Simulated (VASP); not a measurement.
# TiO (P4_2/mmc) in VASP: a series of runs

TiO is run at these levels: PBEsol; tasks: single point, relaxation of cell and atoms.

All numbers are computed with VASP 6.6.1; they aren't measurements. Logs are shortened: lines on timing, memory, paths and dates and some standing lists are left out, and cuts for length are marked.

**1. The cell of the first run**

Symmetry: P4_2/mmc, No. 131, tetragonal system. Conventional cell: a = 3.097 Å, b = 3.097 Å, c = 4.812 Å, α = 90.00°, β = 90.00°, γ = 90.00°. Within 2.6 Å of Ti (site symmetry mmm) lie 4 O at 1.96 Å. O (site symmetry -4m2) has 4 Ti at 1.96 Å and 2 O at 2.41 Å within 2.6 Å.

**2. Single point, PBEsol, collinear spin (11.54 Å³/atom)**

The input, INCAR:

```
ALGO = Normal
EDIFF = 1E-6
ENCUT = 520
GGA = PS
ISIF = 2
ISMEAR = 0
ISPIN = 2
LASPH = T
LCHARG = F
LMAXMIX = 4
LORBIT = 11
LREAL = F
LWAVE = F
MAGMOM = 0.05 0.05 0 0
NBANDS = 30
NELM = 150
PREC = Accurate
SIGMA = 0.05
```

The input, KPOINTS:

```
k-points
0
Gamma
  10 10 6
```

The input, POSCAR:

```
TiO
1.0
    3.0972729876      0.0000000000      0.0000000000
    0.0000000000      3.0972729876      0.0000000000
    0.0000000000      0.0000000000      4.8122328587
Ti O
2 2
Direct
    0.0000000000      0.5000000000      0.0000000000
    0.5000000000      0.0000000000      0.5000000000
    0.0000000000      0.0000000000      0.2500000000
    0.0000000000      0.0000000000      0.7500000000
```

Potentials or basis: VASP PAW PBE potentials, release 64 (Ti_sv, O).

Started as:

```console
$ cat potpaw_PBE.64/Ti_sv/POTCAR potpaw_PBE.64/O/POTCAR > POTCAR
$ mpirun -np 1 vasp_std > vasp.out
```

OUTCAR:

```text
EDIFF = 1E-6
   ENCUT = 520
   GGA = PS
   ISIF = 2
   ISMEAR = 0
   ISPIN = 2
   LASPH = T
   LORBIT = 11
   LREAL = F
   NELM = 150
   PREC = Accurate

 ion  position               nearest neighbor table
   1  0.000  0.500  0.000-   3 1.96   4 1.96   3 1.96   4 1.96
   2  0.500  0.000  0.500-   3 1.96   4 1.96   3 1.96   4 1.96
   3  0.000  0.000  0.250-   1 1.96   2 1.96   1 1.96   2 1.96
   4  0.000  0.000  0.750-   1 1.96   2 1.96   1 1.96   2 1.96

  LATTYP: Found a simple tetragonal cell.
 ALAT       =     3.0972729876
 C/A-ratio  =     1.5536999412

  Lattice vectors:

 A1 = (   3.0972729876,   0.0000000000,   0.0000000000)
 A2 = (   0.0000000000,   3.0972729876,   0.0000000000)
 A3 = (   0.0000000000,   0.0000000000,   4.8122328587)

Analysis of symmetry for initial positions (statically):
=====================================================================
 Subroutine PRICEL returns:
 Original cell was already a primitive cell.

 Routine SETGRP: Setting up the symmetry group for a
 simple tetragonal supercell.

 Subroutine GETGRP returns: Found 16 space group operations
 (whereof  8 operations were pure point group operations)
 out of a pool of 16 trial point group operations.

The static configuration has the point symmetry D_2h.
 The point group associated with its full space group is D_4h.

Analysis of symmetry for dynamics (positions and initial velocities):
=====================================================================
 Subroutine PRICEL returns:
 Original cell was already a primitive cell.

 Routine SETGRP: Setting up the symmetry group for a
 simple tetragonal supercell.

 Subroutine GETGRP returns: Found 16 space group operations
 (whereof  8 operations were pure point group operations)
 out of a pool of 16 trial point group operations.

The dynamic configuration has the point symmetry D_2h.
 The point group associated with its full space group is D_4h.

Analysis of structural, dynamic, and magnetic symmetry:
=====================================================================
 Subroutine PRICEL returns:
 Original cell was already a primitive cell.

 Routine SETGRP: Setting up the symmetry group for a
 simple tetragonal supercell.

 Subroutine GETGRP returns: Found 16 space group operations
 (whereof  8 operations were pure point group operations)
 out of a pool of 16 trial point group operations.

The overall configuration has the point symmetry D_2h.
 The point group associated with its full space group is D_4h.

 Subroutine INISYM returns: Found 16 space group operations
 (whereof  8 operations are pure point group operations),
 and found     1 'primitive' translations

----------------------------------------------------------------------------------------

                                     Primitive cell

  volume of cell :      46.1642

  direct lattice vectors                    reciprocal lattice vectors
     3.097272988  0.000000000  0.000000000     0.322864663  0.000000000  0.000000000
     0.000000000  3.097272988  0.000000000     0.000000000  0.322864663  0.000000000
     0.000000000  0.000000000  4.812232859     0.000000000  0.000000000  0.207803743

  length of vectors
     3.097272988  3.097272988  4.812232859     0.322864663  0.322864663  0.207803743

  position of ions in fractional coordinates (direct lattice)
     0.000000000  0.500000000  0.000000000
     0.500000000  0.000000000  0.500000000
     0.000000000  0.000000000  0.250000000
     0.000000000  0.000000000  0.750000000

  ion indices of the primitive-cell ions
   primitive index   ion index
                 1           1
                 2           2
                 3           3
                 4           4

----------------------------------------------------------------------------------------

 KPOINTS: k-points

Automatic generation of k-mesh.
 Grid dimensions read from file:
 generate k-points for:   10   10    6

 Generating k-lattice:

  Cartesian coordinates                     Fractional coordinates (reciprocal lattice)
     0.032286466  0.000000000  0.000000000     0.100000000  0.000000000  0.000000000
     0.000000000  0.032286466  0.000000000     0.000000000  0.100000000  0.000000000
     0.000000000  0.000000000  0.034633957     0.000000000  0.000000000  0.166666667

  Length of vectors
     0.032286466  0.032286466  0.034633957

  Shift w.r.t. Gamma in fractional coordinates (k-lattice)
     0.000000000  0.000000000  0.000000000

 Subroutine IBZKPT returns following result:
 ===========================================

 Found     84 irreducible k-points:

 Following reciprocal coordinates:
            Coordinates               Weight
  0.000000  0.000000  0.000000      1.000000
  0.100000  0.000000  0.000000      4.000000
  0.200000  0.000000  0.000000      4.000000
  0.300000  0.000000  0.000000      4.000000
  0.400000  0.000000  0.000000      4.000000
  0.500000  0.000000  0.000000      2.000000
[... 16 lines left out ...]
  0.100000  0.000000  0.166667      8.000000
  0.200000  0.000000  0.166667      8.000000
 [... further k-points ...]
   k-points           NKPTS =     84   k-points in BZ     NKDIM =     84   number of bands    NBANDS=     30
   number of dos      NEDOS =    301   number of ions     NIONS =      4
   total plane-waves  NPLWV =  20736
   dimension x,y,z NGX =    24 NGY =   24 NGZ =   36
   dimension x,y,z NGXF=    48 NGYF=   48 NGZF=   72
   ions per type =               2   2
   NGX,Y,Z   is equivalent  to a cutoff of  12.88, 12.88, 12.44 a.u.
   NGXF,Y,Z  is equivalent  to a cutoff of  25.76, 25.76, 24.87 a.u.
 SYSTEM =  unknown system
   PREC   = accura    normal or accurate (medium, high low for compatibility)
   ISTART =      0    job   : 0-new  1-cont  2-samecut
   ICHARG =      2    charge: 1-file 2-atom 10-const
   ISPIN  =      2    spin polarized calculation?
   LNONCOLLINEAR =      F non collinear calculations
   LSORBIT =      F    spin-orbit coupling
   LASPH  =      T    aspherical Exc in radial PAW
   ENCUT  =  520.0 eV  38.22 Ry    6.18 a.u.   5.76  5.76  8.95*2*pi/ulx,y,z
   NELM   =    150;   NELMIN=  2; NELMDL= -5     # of ELM steps
   EDIFF  = 0.1E-05   stopping-criterion for ELM
   LREAL  =      F    real-space projection
   EDIFFG = 0.1E-04   stopping-criterion for IOM
   NSW    =      0    number of steps for IOM
   IBRION =     -1    ionic relax: 0-MD 1-quasi-New 2-CG
   NFREE  =      0    steps in history (QN), initial steepest desc. (CG)
   ISIF   =      2    stress and relaxation
   ISYM   =      2    0-nonsym 1-usesym 2-fastsym
   POTIM  = 0.5000    time-step for ionic-motion
   TEBEG  =    0.0;   TEEND  =   0.0 temperature during run
   PSTRESS=    0.0 pullay stress
   NELECT =      36.0000    total number of electrons
   NUPDOWN=      -1.0000    fix difference up-down
   EMIN   =  10.00;   EMAX   =-10.00  energy-range for DOS
   EFERMI =   0.00;   METHOD = LEGACY
   ISMEAR =     0;   SIGMA  =   0.05  broadening in eV -4-tet -1-fermi 0-gaus
   EFERMI_NEDOS =   21; number of points for ismear=-14 and -15
   IALGO  =     38    algorithm
   IMIX   =      4    mixing-type and parameters
     AMIX     =   0.40;   BMIX     =  1.00
     AMIX_MAG =   1.60;   BMIX_MAG =  1.00
  volume/ion in A,a.u.               =      11.54        77.88
  Fermi-wavevector in a.u.,A,eV,Ry     =   1.506863  2.847558 30.893884  2.270636
  Thomas-Fermi vector in A             =   2.617525
   LORBIT       =     11    0 simple, 1 ext, 2 COOP (PROOUT), +10 PAW based schemes
   GGA     = PS    functional components
   LHFCALC =     F    Hartree Fock is set to
   AEXX    =    0.0000 exact exchange contribution
   IVDW    =     0    specifies the selected vdW correction
   LEPSILON=     F    determine dielectric tensor
   LRPA    =     F    only Hartree local field effects (RPA)
 spin polarized calculation
 Gauss-broadening in eV      SIGMA  =   0.05
  energy-cutoff  :      520.00
  volume of cell :       46.16
 maximum number of plane-waves:      1272
 NGX is ok and might be reduce to    24
   NGX = 11   NGY = 11   NGZ = 17

 number of electron      36.0000011 magnetization       0.0000057

 number of electron      36.0000011 magnetization      -0.0000011

 Free energy of the ion-electron system (eV)
  ---------------------------------------------------
  ext. energy  EPLUGINS =         0.00000000
  ---------------------------------------------------
  free energy    TOTEN  =       -36.63577136 eV

  energy without entropy =      -36.63380166  energy(sigma->0) =      -36.63478651

 E-fermi :   9.0789     XC(G=0): -11.9477

 val. band max:        9.0694362977   @ k =   0.5000   0.2000   0.0000
 cond. band min:       9.1076333776   @ k =   0.4000   0.0000   0.1667
 fundamental gap:      0.0381970799
 Fermi energy:         9.0788749850

 spin component 1

 k-point     1 :       0.0000    0.0000    0.0000
  band No.  band energies     occupation
      1     -48.8481      1.00000
      2     -48.7909      1.00000
      3     -25.6547      1.00000
      4     -25.3596      1.00000
      5     -25.3596      1.00000
      6     -25.1916      1.00000
[... 781 lines left out ...]
     29      18.1208      0.00000
     30      19.1707      0.00000

 [... further k-points ...]

 spin component 2

 k-point     1 :       0.0000    0.0000    0.0000
  band No.  band energies     occupation
      1     -48.8481      1.00000
      2     -48.7909      1.00000
      3     -25.6547      1.00000
      4     -25.3596      1.00000
      5     -25.3596      1.00000
      6     -25.1916      1.00000
[... 781 lines left out ...]
     29      18.1208      0.00000
     30      19.1706      0.00000

 [... further k-points ...]

------------------------ aborting loop because EDIFF is reached ----------------------------------------

  FORCE on cell =-STRESS in cart. coord.  units (eV):
  Direction    XX          YY          ZZ          XY          YZ          ZX
  --------------------------------------------------------------------------------------
  -------------------------------------------------------------------------------------
  Total        2.6072544      2.6072544      2.7244197     -0.0000000      0.0000000      0.0000000
  in kB       90.4874565     90.4874565     94.5537992     -0.0000000      0.0000000      0.0000000
  external PRESSURE =      91.8429041 kB  Pullay stress =       0.0000000 kB

 VOLUME and BASIS-vectors are now :
 -----------------------------------------------------------------------------
  energy-cutoff  :      520.00
  volume of cell :       46.16
      direct lattice vectors                 reciprocal lattice vectors
     3.097272988  0.000000000  0.000000000     0.322864663  0.000000000  0.000000000
     0.000000000  3.097272988  0.000000000     0.000000000  0.322864663  0.000000000
     0.000000000  0.000000000  4.812232859     0.000000000  0.000000000  0.207803743

 POSITION                                       TOTAL-FORCE (eV/Angst)
 -----------------------------------------------------------------------------------
      0.00000      1.54864      0.00000         0.000000      0.000000     -0.000000
      1.54864      0.00000      2.40612         0.000000      0.000000     -0.000000
      0.00000      0.00000      1.20306         0.000000      0.000000      0.000000
      0.00000      0.00000      3.60917        -0.000000      0.000000      0.000000
 -----------------------------------------------------------------------------------
    total drift:                                0.000000      0.000000     -0.000000

  FREE ENERGIE OF THE ION-ELECTRON SYSTEM (eV)
  ---------------------------------------------------
  free  energy   TOTEN  =       -36.6357713646 eV

  energy  without entropy=      -36.6338016634  energy(sigma->0) =      -36.63478651

 total charge

# of ion       s       p       d       tot
------------------------------------------
    1        2.197   6.206   1.941  10.343
    2        2.197   6.206   1.941  10.343
    3        1.570   3.545   0.000   5.115
    4        1.570   3.545   0.000   5.115
--------------------------------------------------
tot          7.533  19.502   3.881  30.917

 magnetization (x)

# of ion       s       p       d       tot
------------------------------------------
    1        0.000   0.000  -0.000  -0.000
    2        0.000   0.000  -0.000  -0.000
    3        0.000   0.000   0.000   0.000
    4        0.000   0.000   0.000   0.000
--------------------------------------------------
tot          0.000   0.000  -0.000  -0.000
```

Run time: 86 s. Hardware: 1 thread of Intel Xeon Platinum 8488C (Sapphire Rapids), shared host; peak memory 0.28 GiB.

What came out:

```yaml
Free_energy: -36.6358 eV
Pressure: 9.2 GPa
Band_gap_on_the_k_mesh: zero (filled and empty bands overlap)
Net_moment: 0.00 μB per cell
Valence_electrons_inside_the_program's_atomic_spheres: Ti 10.34; O 5.12
```

Levels at points of the mesh, in eV from the Fermi level:
Spin up:
| k point | band 14 | band 15 | band 16 | band 17 | band 18 | band 19 | band 20 | band 21 | band 22 | band 23 |
| --- | --- | --- | --- | --- | --- | --- | --- | --- | --- | --- |
| (0.00, 0.00, 0.00) | -5.66 | -5.66 | -3.92 | -3.84 | -2.03 | -0.14 | 0.83 | 1.24 | 1.24 | 1.47 |
| (0.50, 0.00, 0.00) | -6.71 | -6.08 | -4.79 | -1.78 | 0.13 | 0.33 | 0.59 | 0.71 | 0.76 | 1.58 |
| (0.50, 0.50, 0.00) | -5.83 | -5.83 | -5.70 | -2.37 | -0.20 | -0.20 | 1.02 | 1.20 | 1.20 | 1.54 |
| (0.00, 0.00, 0.50) | -7.40 | -5.63 | -5.63 | -2.71 | -2.71 | 0.43 | 0.43 | 1.14 | 1.14 | 1.64 |
| (0.50, 0.00, 0.50) | -7.16 | -5.86 | -5.11 | -2.01 | -0.37 | 0.47 | 0.66 | 0.74 | 1.41 | 1.63 |
| (0.50, 0.50, 0.50) | -7.25 | -6.47 | -6.47 | -1.41 | -1.41 | 0.72 | 0.72 | 0.87 | 0.87 | 2.75 |
Spin down:
```
           k point  band 16  band 17  band 18  band 19  band 20  band 21
(0.00, 0.00, 0.00)    -3.92    -3.84    -2.03    -0.14     0.83     1.24
(0.50, 0.00, 0.00)    -4.79    -1.78     0.13     0.33     0.59     0.71
(0.50, 0.50, 0.00)    -5.70    -2.37    -0.20    -0.20     1.02     1.20
(0.00, 0.00, 0.50)    -5.63    -2.71    -2.71     0.43     0.43     1.14
(0.50, 0.00, 0.50)    -5.11    -2.01    -0.37     0.47     0.66     0.74
(0.50, 0.50, 0.50)    -6.47    -1.41    -1.41     0.72     0.72     0.87
```

Caveat: the cell stands under pressure; the PAW data sets were made with another functional, which shifts forces and pressure a little; semilocal functionals often make such compounds metallic where correlation or magnetic order opens a gap, which also shifts bond lengths.

**3. Single point, PBEsol, collinear spin (11.78 Å³/atom)**

This run uses another cell than the first one, of 11.78 Å³/atom.

The input, INCAR:

```
SYSTEM = TiO
PREC     = Accurate       ! precision mode
ENCUT    = 520            ! plane-wave cutoff, eV
EDIFF    = 1E-6           ! SCF threshold, eV
ISMEAR   = 0              ! smearing method
SIGMA    = 0.05           ! smearing width, eV
LREAL    = .FALSE.        ! projectors in reciprocal space
LASPH    = .TRUE.         ! aspherical terms in the spheres
NELM     = 150            ! most SCF steps
ALGO     = Normal         ! electronic algorithm
ISIF     = 2              ! what is computed and relaxed
LWAVE    = .FALSE.        ! write WAVECAR
LCHARG   = .FALSE.        ! write CHGCAR
ISPIN    = 2              ! spin polarisation
MAGMOM   = 0.05 0.05 0 0  ! initial moments
LORBIT   = 11             ! projections on sites
LMAXMIX  = 4              ! l up to which the mixer works
GGA      = PS             ! functional
NBANDS   = 30             ! bands
```

The input, KPOINTS:

```
regular mesh
0
G
  10 10 6
  0 0 0
```

The input, POSCAR:

```
TiO
1.0
    3.1215821138      0.0000000000      0.0000000000
    0.0000000000      3.1215821138      0.0000000000
    0.0000000000      0.0000000000      4.8362742399
Ti O
2 2
Direct
    0.0000000000      0.5000000000      0.0000000000
    0.5000000000      0.0000000000      0.5000000000
    0.0000000000      0.0000000000      0.2500000000
    0.0000000000      0.0000000000      0.7500000000
```

Potentials or basis: VASP PAW PBE potentials, release 64 (Ti_sv, O).

Started as:

```console
$ cat potpaw_PBE.64/Ti_sv/POTCAR potpaw_PBE.64/O/POTCAR > POTCAR
$ mpirun -np 1 vasp_std > vasp.out
```

OUTCAR:

```text
SYSTEM = TiO
   PREC = Accurate
   ENCUT = 520
   EDIFF = 1E-6
   ISMEAR = 0
   LREAL = .FALSE.
   LASPH = .TRUE.
   NELM = 150
   ISIF = 2
   ISPIN = 2
   LORBIT = 11
   GGA = PS

 ion  position               nearest neighbor table
   1  0.000  0.500  0.000-   3 1.97   4 1.97   3 1.97   4 1.97
   2  0.500  0.000  0.500-   3 1.97   4 1.97   3 1.97   4 1.97
   3  0.000  0.000  0.250-   1 1.97   2 1.97   1 1.97   2 1.97
   4  0.000  0.000  0.750-   1 1.97   2 1.97   1 1.97   2 1.97

  LATTYP: Found a simple tetragonal cell.
 ALAT       =     3.1215821138
 C/A-ratio  =     1.5493022652

  Lattice vectors:

 A1 = (   3.1215821138,   0.0000000000,   0.0000000000)
[... 1816 lines left out ...]
     0.000000000  3.121582114  0.000000000     0.000000000  0.320350375  0.000000000
     0.000000000  0.000000000  4.836274240     0.000000000  0.000000000  0.206770739

 POSITION                                       TOTAL-FORCE (eV/Angst)
 -----------------------------------------------------------------------------------
      0.00000      1.56079      0.00000         0.000000      0.000000      0.000000
      1.56079      0.00000      2.41814         0.000000      0.000000      0.000000
      0.00000      0.00000      1.20907         0.000000     -0.000000     -0.000000
      0.00000      0.00000      3.62721        -0.000000      0.000000      0.000000
 -----------------------------------------------------------------------------------
    total drift:                                0.000000      0.000000     -0.000000

  FREE ENERGIE OF THE ION-ELECTRON SYSTEM (eV)
  ---------------------------------------------------
  free  energy   TOTEN  =       -36.6780754010 eV

  energy  without entropy=      -36.6759862671  energy(sigma->0) =      -36.67703083

 total charge

# of ion       s       p       d       tot
------------------------------------------
    1        2.192   6.196   1.919  10.307
    2        2.192   6.196   1.919  10.307
    3        1.568   3.535   0.000   5.103
    4        1.568   3.535   0.000   5.103
--------------------------------------------------
tot          7.521  19.460   3.839  30.820

 magnetization (x)

# of ion       s       p       d       tot
------------------------------------------
    1        0.000   0.000  -0.000  -0.000
    2        0.000   0.000  -0.000  -0.000
    3        0.000  -0.000   0.000  -0.000
    4        0.000  -0.000   0.000  -0.000
--------------------------------------------------
tot          0.000  -0.000  -0.000  -0.000
```

stdout:

```text
POSCAR found type information on POSCAR TiO
 POSCAR found :  2 types and       4 ions
 scaLAPACK will be used
 -----------------------------------------------------------------------------
|                                                                             |
|                                                                             |
|     You enforced a specific xc type in the INCAR file but a different       |
|     I HOPE YOU KNOW WHAT YOU ARE DOING!                                     |
|                                                                             |
 -----------------------------------------------------------------------------

 LDA part: xc-table for (Slater+PW92), standard interpolation
 POSCAR, INCAR and KPOINTS ok, starting setup
 FFT: planning ... GRIDC
 FFT: planning ... GRID_SOFT
 FFT: planning ... GRID
 WAVECAR not read
 entering main loop
```

It took 86 s on 1 thread of Intel Xeon Platinum 8488C (Sapphire Rapids), shared host; peak memory 0.28 GiB.

Results:

| Item | Value |
| --- | --- |
| Free energy | -36.6781 eV |
| Pressure | 4.7 GPa |
| Band gap on the k mesh | zero (filled and empty bands overlap) |
| Net moment | 0.00 μB per cell |
| Valence electrons inside the program's atomic spheres | Ti 10.31; O 5.10 |

Caveat: the cell stands under pressure; the PAW data sets were made with another functional, which shifts forces and pressure a little; semilocal functionals often make such compounds metallic where correlation or magnetic order opens a gap, which also shifts bond lengths.

(Continued in part 2 of 2.)
